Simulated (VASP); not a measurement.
# Nb (P6_3/mmc) in VASP: notebook

Runs on Nb. Level: BLYP. Tasks: single point.

Everything below comes from runs of VASP 6.6.1. Logs are shortened: lines on timing, memory, paths and dates and some standing lists are left out, and cuts for length are marked.

### 1 The cell of the first run

It takes space group P6_3/mmc (No. 194, hexagonal). Conventional cell: a = 2.896 Å, b = 2.896 Å, c = 5.355 Å, α = 90.00°, β = 90.00°, γ = 120.00°. Nb (site symmetry -6m2) has 12 Nb at 2.90 to 3.16 Å within 3.8 Å.

### 2 Single point, BLYP

Contents of INCAR:

```
PREC = Accurate
ENCUT = 520
EDIFF = 1E-6
ISMEAR = -1
SIGMA = 0.1
LREAL = F
LASPH = T
NELM = 60
ALGO = Normal
ISIF = 2
LWAVE = F
LCHARG = T
GGA = B5
ALDAX = 1.0
AGGAX = 1.0
AGGAC = 1.0
ALDAC = 0.0
LELF = T
LVHAR = T
NBANDS = 20
```

Contents of KPOINTS:

```
regular mesh
0
Gamma
  12 12 7
```

Contents of POSCAR:

```
Nb
1.0
    2.8957170197      0.0000000000      0.0000000000
   -1.4478585098      2.5077645012      0.0000000000
    0.0000000000      0.0000000000      5.3553372068
Nb
2
Direct
    0.3333333333      0.6666666667      0.2500000000
    0.6666666667      0.3333333333      0.7500000000
```

Potentials or basis: VASP PAW PBE potentials, release 64 (Nb_sv).

Command:

```
cat potpaw_PBE.64/Nb_sv/POTCAR > POTCAR
mpirun -np 1 vasp_std > vasp.out
```

OUTCAR:

```text
PREC = Accurate
   ENCUT = 520
   EDIFF = 1E-6
   ISMEAR = -1
   LREAL = F
   LASPH = T
   NELM = 60
   ISIF = 2
   GGA = B5

 ion  position               nearest neighbor table
   1  0.333  0.667  0.250-
   2  0.667  0.333  0.750-

  LATTYP: Found a hexagonal cell.
 ALAT       =     2.8957170197
 C/A-ratio  =     1.8493993613

  Lattice vectors:

 A1 = (   2.8957170197,   0.0000000000,   0.0000000000)
 A2 = (  -1.4478585098,   2.5077645012,   0.0000000000)
 A3 = (   0.0000000000,   0.0000000000,   5.3553372068)

Analysis of symmetry for initial positions (statically):
=====================================================================
 Subroutine PRICEL returns:
 Original cell was already a primitive cell.

 Routine SETGRP: Setting up the symmetry group for a
 hexagonal supercell.

 Subroutine GETGRP returns: Found 24 space group operations
 (whereof 12 operations were pure point group operations)
 out of a pool of 24 trial point group operations.

The static configuration has the point symmetry D_3d.
 The point group associated with its full space group is D_6h.

Analysis of symmetry for dynamics (positions and initial velocities):
=====================================================================
 Subroutine PRICEL returns:
 Original cell was already a primitive cell.

 Routine SETGRP: Setting up the symmetry group for a
 hexagonal supercell.

 Subroutine GETGRP returns: Found 24 space group operations
 (whereof 12 operations were pure point group operations)
 out of a pool of 24 trial point group operations.

The dynamic configuration has the point symmetry D_3d.
 The point group associated with its full space group is D_6h.

 Subroutine INISYM returns: Found 24 space group operations
 (whereof 12 operations are pure point group operations),
 and found     1 'primitive' translations

----------------------------------------------------------------------------------------

                                     Primitive cell

  volume of cell :      38.8893

  direct lattice vectors                    reciprocal lattice vectors
     2.895717020  0.000000000  0.000000000     0.345337612  0.199380763  0.000000000
    -1.447858510  2.507764501  0.000000000     0.000000000  0.398761526  0.000000000
     0.000000000  0.000000000  5.355337207     0.000000000  0.000000000  0.186729605

  length of vectors
     2.895717020  2.895717020  5.355337207     0.398761526  0.398761526  0.186729605

  position of ions in fractional coordinates (direct lattice)
     0.333333333  0.666666667  0.250000000
     0.666666667  0.333333333  0.750000000

  ion indices of the primitive-cell ions
   primitive index   ion index
                 1           1
                 2           2

----------------------------------------------------------------------------------------

 KPOINTS: regular mesh

Automatic generation of k-mesh.
 Grid dimensions read from file:
 generate k-points for:   12   12    7

 Generating k-lattice:

  Cartesian coordinates                     Fractional coordinates (reciprocal lattice)
     0.028778134  0.016615064  0.000000000     0.083333333  0.000000000  0.000000000
     0.000000000  0.033230127  0.000000000     0.000000000  0.083333333  0.000000000
     0.000000000  0.000000000  0.026675658     0.000000000  0.000000000  0.142857143

  Length of vectors
     0.033230127  0.033230127  0.026675658

  Shift w.r.t. Gamma in fractional coordinates (k-lattice)
     0.000000000  0.000000000  0.000000000

 Subroutine IBZKPT returns following result:
 ===========================================

 Found     76 irreducible k-points:

 Following reciprocal coordinates:
            Coordinates               Weight
  0.000000  0.000000  0.000000      1.000000
  0.083333 -0.000000  0.000000      6.000000
  0.166667 -0.000000  0.000000      6.000000
  0.250000 -0.000000  0.000000      6.000000
  0.333333 -0.000000  0.000000      6.000000
  0.416667 -0.000000  0.000000      6.000000
[... 16 lines left out ...]
  0.250000 -0.000000  0.142857     12.000000
  0.333333 -0.000000  0.142857     12.000000
 [... further k-points ...]
   k-points           NKPTS =     76   k-points in BZ     NKDIM =     76   number of bands    NBANDS=     20
   number of dos      NEDOS =    301   number of ions     NIONS =      2
   total plane-waves  NPLWV =  23040
   dimension x,y,z NGX =    24 NGY =   24 NGZ =   40
   dimension x,y,z NGXF=    48 NGYF=   48 NGZF=   80
   ions per type =               2
   NGX,Y,Z   is equivalent  to a cutoff of  13.78, 13.78, 12.42 a.u.
   NGXF,Y,Z  is equivalent  to a cutoff of  27.56, 27.56, 24.83 a.u.
 SYSTEM =  unknown system
   PREC   = accura    normal or accurate (medium, high low for compatibility)
   ISTART =      0    job   : 0-new  1-cont  2-samecut
   ICHARG =      2    charge: 1-file 2-atom 10-const
   ISPIN  =      1    spin polarized calculation?
   LNONCOLLINEAR =      F non collinear calculations
   LSORBIT =      F    spin-orbit coupling
   LASPH  =      T    aspherical Exc in radial PAW
   ENCUT  =  520.0 eV  38.22 Ry    6.18 a.u.   5.38  5.38  9.96*2*pi/ulx,y,z
   NELM   =     60;   NELMIN=  2; NELMDL= -5     # of ELM steps
   EDIFF  = 0.1E-05   stopping-criterion for ELM
   LREAL  =      F    real-space projection
   EDIFFG = 0.1E-04   stopping-criterion for IOM
   NSW    =      0    number of steps for IOM
   IBRION =     -1    ionic relax: 0-MD 1-quasi-New 2-CG
   NFREE  =      0    steps in history (QN), initial steepest desc. (CG)
   ISIF   =      2    stress and relaxation
   ISYM   =      2    0-nonsym 1-usesym 2-fastsym
   POTIM  = 0.5000    time-step for ionic-motion
   TEBEG  =    0.0;   TEEND  =   0.0 temperature during run
   PSTRESS=    0.0 pullay stress
   NELECT =      26.0000    total number of electrons
   NUPDOWN=      -1.0000    fix difference up-down
   EMIN   =  10.00;   EMAX   =-10.00  energy-range for DOS
   EFERMI =   0.00;   METHOD = LEGACY
   ISMEAR =    -1;   SIGMA  =   0.10  broadening in eV -4-tet -1-fermi 0-gaus
   EFERMI_NEDOS =   21; number of points for ismear=-14 and -15
   IALGO  =     38    algorithm
   IMIX   =      4    mixing-type and parameters
     AMIX     =   0.40;   BMIX     =  1.00
     AMIX_MAG =   1.60;   BMIX_MAG =  1.00
  volume/ion in A,a.u.               =      19.44       131.22
  Fermi-wavevector in a.u.,A,eV,Ry     =   1.431494  2.705130 27.880700  2.049174
  Thomas-Fermi vector in A             =   2.551224
   LORBIT       =      0    0 simple, 1 ext, 2 COOP (PROOUT), +10 PAW based schemes
   GGA     = B5    functional components
   LHFCALC =     F    Hartree Fock is set to
   AEXX    =    0.0000 exact exchange contribution
   IVDW    =     0    specifies the selected vdW correction
   LEPSILON=     F    determine dielectric tensor
   LRPA    =     F    only Hartree local field effects (RPA)
 non-spin polarized calculation
  energy-cutoff  :      520.00
  volume of cell :       38.89
 maximum number of plane-waves:      1069
 NGX is ok and might be reduce to    24
   NGX = 11   NGY = 11   NGZ = 19

 number of electron      26.0000000 magnetization

 Free energy of the ion-electron system (eV)
  ---------------------------------------------------
  ext. energy  EPLUGINS =         0.00000000
  ---------------------------------------------------
  free energy    TOTEN  =       -17.23147877 eV

  energy without entropy =      -17.13553571  energy(sigma->0) =      -17.18350724

 E-fermi :  11.0162     XC(G=0): -11.4799

 val. band max:       11.0092777986   @ k =   0.2500   0.1667   0.2857
 cond. band min:      11.0200777204   @ k =   0.3333  -0.0000   0.0000
 fundamental gap:      0.0107999218
 Fermi energy:        11.0162225241

 k-point     1 :       0.0000    0.0000    0.0000
  band No.  band energies     occupation
      1     -43.6541      2.00000
      2     -43.5553      2.00000
      3     -20.1792      2.00000
      4     -19.4056      2.00000
      5     -19.1508      2.00000
      6     -19.1508      2.00000
[... 12 lines left out ...]
     19      14.9862      0.00000
     20      14.9862      0.00000

 k-point     2 :       0.0833   -0.0000    0.0000
  band No.  band energies     occupation
      1     -43.6406      2.00000
      2     -43.5447      2.00000
      3     -20.1556      2.00000
      4     -19.4054      2.00000
      5     -19.2337      2.00000
      6     -19.1724      2.00000
[... 12 lines left out ...]
     19      15.0429      0.00000
     20      15.5878      0.00000

 k-point     3 :       0.1667   -0.0000    0.0000
  band No.  band energies     occupation
      1     -43.6034      2.00000
      2     -43.5161      2.00000
      3     -20.0889      2.00000
      4     -19.4579      2.00000
      5     -19.4069      2.00000
      6     -19.3902      2.00000
[... 12 lines left out ...]
     19      15.1257      0.00000
     20      16.7933      0.00000

 k-point     4 :       0.2500   -0.0000    0.0000
  band No.  band energies     occupation
      1     -43.5513      2.00000
      2     -43.4774      2.00000
      3     -19.9905      2.00000
      4     -19.7583      2.00000
      5     -19.6827      2.00000
      6     -19.4154      2.00000
[... 12 lines left out ...]
     19      15.1516      0.00000
     20      18.1167      0.00000

 k-point     5 :       0.3333   -0.0000    0.0000
  band No.  band energies     occupation
      1     -43.4971      2.00000
      2     -43.4400      2.00000
      3     -20.0514      2.00000
      4     -19.9639      2.00000
      5     -19.8787      2.00000
      6     -19.4366      2.00000
[... 12 lines left out ...]
     19      15.1268      0.00000
     20      19.0241      0.00000
[... 353 lines left out ...]
      6     -19.1688      2.00000
[... 12 lines left out ...]
     19      14.9942      0.00000
     20      15.4037      0.00000

 k-point    22 :       0.1667   -0.0000    0.1429
  band No.  band energies     occupation
      1     -43.5991      2.00000
      2     -43.5204      2.00000
      3     -20.0591      2.00000
      4     -19.4721      2.00000
      5     -19.4460      2.00000
      6     -19.3689      2.00000
[... 12 lines left out ...]
     19      15.0461      0.00000
     20      16.2962      0.00000

 k-point    23 :       0.2500   -0.0000    0.1429
  band No.  band energies     occupation
      1     -43.5477      2.00000
      2     -43.4811      2.00000
      3     -19.9769      2.00000
      4     -19.7453      2.00000
      5     -19.6945      2.00000
      6     -19.4311      2.00000
[... 12 lines left out ...]
     19      15.0500      0.00000
     20      17.1418      0.00000

 k-point    24 :       0.3333   -0.0000    0.1429
  band No.  band energies     occupation
      1     -43.4942      2.00000
      2     -43.4429      2.00000
      3     -20.0670      2.00000
      4     -19.9813      2.00000
      5     -19.8328      2.00000
      6     -19.4492      2.00000
[... 12 lines left out ...]
     19      15.1081      0.00000
     20      17.6972      0.00000

 [... further k-points ...]
[... 5 lines left out ...]
  --------------------------------------------------------------------------------------
  -------------------------------------------------------------------------------------
  Total       -0.0172353     -0.0172353     -0.0076463     -0.0000000      0.0000000      0.0000000
  in kB       -0.7100695     -0.7100695     -0.3150163     -0.0000000      0.0000000      0.0000000
  external PRESSURE =      -0.5783851 kB  Pullay stress =       0.0000000 kB

 VOLUME and BASIS-vectors are now :
 -----------------------------------------------------------------------------
  energy-cutoff  :      520.00
  volume of cell :       38.89
      direct lattice vectors                 reciprocal lattice vectors
     2.895717020  0.000000000  0.000000000     0.345337612  0.199380763  0.000000000
    -1.447858510  2.507764501  0.000000000     0.000000000  0.398761526  0.000000000
     0.000000000  0.000000000  5.355337207     0.000000000  0.000000000  0.186729605

 POSITION                                       TOTAL-FORCE (eV/Angst)
 -----------------------------------------------------------------------------------
     -0.00000      1.67184      1.33883        -0.000000      0.000000      0.000000
      1.44786      0.83592      4.01650         0.000000     -0.000000      0.000000
 -----------------------------------------------------------------------------------
    total drift:                               -0.000000      0.000000     -0.000000

  FREE ENERGIE OF THE ION-ELECTRON SYSTEM (eV)
  ---------------------------------------------------
  free  energy   TOTEN  =       -17.2314787685 eV

  energy  without entropy=      -17.1355357149  energy(sigma->0) =      -17.18350724
```

Wall time 31 s (1 thread of Intel Xeon Platinum 8488C (Sapphire Rapids), shared host); peak memory 0.18 GiB.

What came out:

| Item | Value |
| --- | --- |
| Free energy | -17.2315 eV |
| Pressure | -0.1 GPa |
| Band gap on the k mesh | zero (band 13 reaches 12.57 eV, above the bottom of band 14 at 10.32 eV) |

Levels at points of the mesh, in eV from the Fermi level:
| k point | band 9 | band 10 | band 11 | band 12 | band 13 | band 14 | band 15 | band 16 | band 17 | band 18 |
| --- | --- | --- | --- | --- | --- | --- | --- | --- | --- | --- |
| (0.00, 0.00, 0.00) | -5.92 | -3.73 | -1.06 | 0.30 | 0.30 | 0.48 | 0.68 | 0.68 | 2.46 | 2.46 |
| (0.50, 0.00, 0.00) | -3.42 | -3.14 | -3.01 | -0.54 | 0.28 | 0.37 | 0.76 | 4.06 | 5.16 | 5.34 |

Caveat: the PAW data sets were made with another functional, which shifts forces and pressure a little.

(Continued in part 2 of 2.)
